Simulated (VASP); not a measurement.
Input of a VASP 6.6.1 run:

Contents of INCAR:

```
SYSTEM = Cd
PREC = Accurate
ENCUT = 630
EDIFF = 1E-7
ISMEAR = -1
SIGMA = 0.1
LREAL = .FALSE.
LASPH = .TRUE.
NELM = 120
ALGO = Normal
ISIF = 4
LWAVE = .FALSE.
LCHARG = .FALSE.
GGA = PE
IBRION = 2
NSW = 50
EDIFFG = -0.005
GGA_COMPAT = .FALSE.
NELMIN = 4
```

KPOINTS

```
Automatic mesh
0
G
  14 14 13
  0 0 0
```

POSCAR

```
Cd
1.0
    2.4444674432      0.0000000000      0.0000000000
   -1.2222337216      2.1169709045      0.0000000000
    0.0000000000      0.0000000000      2.5373249060
Cd
1
Direct
    0.0000000000      0.0000000000      0.0000000000
```

Potentials or basis: VASP PAW PBE potentials, release 64 (Cd_sv_GW).

Command:

```sh
$ cat potpaw_PBE.64/Cd_sv_GW/POTCAR > POTCAR
$ mpirun -np 1 vasp_std > vasp.out
```

Predict the band gap on the k mesh.

zero (bands 10 and 11 overlap by 6.20 eV).

Step by step:
| step | energy change (eV) | largest force (eV/Å) | pressure (GPa) | volume (Å³) |
| --- | --- | --- | --- | --- |
| 1 | 0.0000 | 0.0000 | 142.67 | 13.13 |
| 2 | 0.3061 | 0.0000 | 146.23 | 13.13 |
| 3 | -0.0654 | 0.0000 | 138.58 | 13.13 |
| 4 | -0.0654 | 0.0000 | 138.55 | 13.13 |
| 5 | -0.0654 | 0.0000 | 138.58 | 13.13 |
| 6 | -0.0654 | 0.0000 | 138.56 | 13.13 |
